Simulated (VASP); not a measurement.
A run of VASP 6.6.1 is set up as follows.

File INCAR:

```
SYSTEM = BeTe
PREC     = Accurate       ! precision mode
ENCUT    = 600            ! plane-wave cutoff, eV
EDIFF    = 1E-6           ! SCF threshold, eV
ISMEAR   = 0              ! smearing method
SIGMA    = 0.05           ! smearing width, eV
LREAL    = .FALSE.        ! projectors in reciprocal space
LASPH    = .TRUE.         ! aspherical terms in the spheres
NELM     = 120            ! most SCF steps
ALGO     = Normal         ! electronic algorithm
ISIF     = 2              ! what is computed and relaxed
LWAVE    = .FALSE.        ! write WAVECAR
LCHARG   = .FALSE.        ! write CHGCAR
GGA      = PE             ! functional
NBANDS   = 11             ! bands
GGA_COMPAT= .FALSE.
```

KPOINTS

```
regular mesh
0
G
  10 10 10
  0 0 0
```

File POSCAR:

```
BeTe
1.0
    0.0000000000      2.8010148881      2.8010148881
    2.8010148881      0.0000000000      2.8010148881
    2.8010148881      2.8010148881      0.0000000000
Be Te
1 1
Direct
    0.0000000000      0.0000000000      0.0000000000
    0.7500000000      0.7500000000      0.7500000000
```

Potentials or basis: VASP PAW PBE potentials, release 64 (Be, Te).

Command:

```sh
$ cat potpaw_PBE.64/Be/POTCAR potpaw_PBE.64/Te/POTCAR > POTCAR
$ mpirun -np 1 vasp_std > vasp.out
```

**Question.** What does it give for the pressure?

**Answer.** 2.1 GPa.

**Question.** Predict the band gap on the k mesh.

**Answer.** 1.93 eV (least direct gap 3.60 eV).

Caveat: spin-orbit coupling is left out, which moves the levels of the heavy elements. A k mesh can miss the band edges.
